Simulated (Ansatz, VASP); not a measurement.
## Two plane-wave programs on MgSi2C2

INCAR

```
SYSTEM = MgSi2C2
ALGO = Normal
EDIFF = 1E-7
ENCUT = 520
GGA = PE
ISIF = 2
ISMEAR = 0
LASPH = .True.
LCHARG = .False.
LREAL = .False.
LWAVE = .False.
NBANDS = 17
NELM = 100
PREC = Accurate
SIGMA = 0.1
```

The input KPOINTS:

```
k-points
0
Gamma
  6 6 6
  0 0 0
```

File POSCAR:

```
MgSi2C2
1.0
   -1.9207000200      1.9207000200      4.5350638200
    1.9207000200     -1.9207000200      4.5350638200
    1.9207000200      1.9207000200     -4.5350638200
Mg Si C
1 2 2
Direct
    0.0000000000      0.0000000000      0.0000000000
    0.7500000000      0.2500000000      0.5000000000
    0.2500000000      0.7500000000      0.5000000000
    0.3842000100      0.3842000100      0.0000000000
    0.6157999900      0.6157999900      0.0000000000
```

Input for Ansatz:

```yaml
crystal:
  lattice:
    - [-1.92070002, 1.92070002, 4.53506382]
    - [1.92070002, -1.92070002, 4.53506382]
    - [1.92070002, 1.92070002, -4.53506382]
  atoms:
    - { symbol: Mg, position: [0.0, 0.0, 0.0] }
    - { symbol: Si, position: [0.75, 0.25, 0.5] }
    - { symbol: Si, position: [0.25, 0.75, 0.5] }
    - { symbol: C, position: [0.38420001, 0.38420001, 0.0] }
    - { symbol: C, position: [0.61579999, 0.61579999, 0.0] }
basis:
  ecutwfc: 420
kpoints:
  mp_grid: { grid: [6, 6, 6] }
hamiltonian:
  xc: pbe
scf:
  occupations: { method: gaussian, width: 0.1 }
  lower_state_search: "off"
output:
  forces: true
  stress: true
  eigenvalues: true
```

Change from the starting cell: species swapped into the BaAg2As2 type (I4/mmm, No. 139).

Alike in both runs: task single point; functional PBE; k mesh 6 × 6 × 6; occupations gaussian, width 0.1 eV; no spin polarisation.

|  | VASP | Ansatz |
| --- | --- | --- |
| version | VASP 6.6.1 | Ansatz 0.2.0 |
| potentials or method | VASP PAW PBE potentials, release 64 (Mg, Si, C), cutoff 520 eV | scalar-relativistic, plane waves, PAW |
| valence electrons in the cell | 18 | 26 |

Ansatz gave:

| Quantity | Value |
| --- | --- |
| gap on the k mesh at the Fermi level (eV) | none |
| pressure (GPa) | -10.8 |
| traceless stress, the component that is largest in VASP (GPa) | -1.69 |
| rms of the force components (eV/Å) | 0.430 |

Question: Which values does VASP return?

Answer: gap on the k mesh at the Fermi level (eV): none; pressure (GPa): -10.9; traceless stress, the component that is largest in VASP (GPa): -1.73; rms of the force components (eV/Å): 0.427.

Atom by atom the forces differ by 0.003 eV/Å (rms over components). A gap of «none» marks a metal or a gap that the smearing closes. With one functional, cell and mesh, what is left measures potentials, basis and numerics. VASP's potentials hold 18 valence electrons a cell and Ansatz's 26, so a difference there can come from the potentials and not from the codes.

The k mesh is coarse, so the values compare programs but aren't converged.
